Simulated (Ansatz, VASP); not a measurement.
**Two plane-wave programs on PbSe**

```
Pb Se
1.0
     0.00000    3.06215    3.06215
     3.06215    0.00000    3.06215
     3.06215    3.06215    0.00000
Pb Se
1 1
Direct
  0.00000 0.00000 0.00000
  0.48163 0.51837 0.51837
```

Change from the starting cell: all Se atoms moved +0.113 Å, as atom 2 along Cartesian [1 0 0].

Alike in both runs: task single point; functional PBE; k mesh 10 × 10 × 10; occupations gaussian, width 0.03 eV; no spin polarisation.

|  | VASP | Ansatz |
| --- | --- | --- |
| version | VASP 6.6.1 | Ansatz 0.2.0 |
| potentials or method | VASP PAW PBE potentials, release 64 (Pb_d, Se), cutoff 520 eV | scalar-relativistic, plane waves, PAW |
| valence electrons in the cell | 20 | 30 |

|  | VASP | Ansatz | Ansatz less VASP |
| --- | --- | --- | --- |
| gap on the k mesh at the Fermi level (eV) | 0.45 | 0.44 | -0.005 |
| least direct gap on the mesh (eV) | 0.45 | 0.44 | -0.005 |
| pressure (GPa) | 2.5 | 2.5 | +0.02 |
| traceless stress, the component that is largest in VASP (GPa) | 0.36 | 0.36 | -0.004 |
| rms of the force components (eV/Å) | 0.054 | 0.053 | -0.0015 |

Atom by atom the forces differ by 0.001 eV/Å (rms over components). VASP's potentials hold 20 valence electrons a cell and Ansatz's 30, so a difference there can come from the potentials and not from the codes.

Spin-orbit coupling is off throughout.
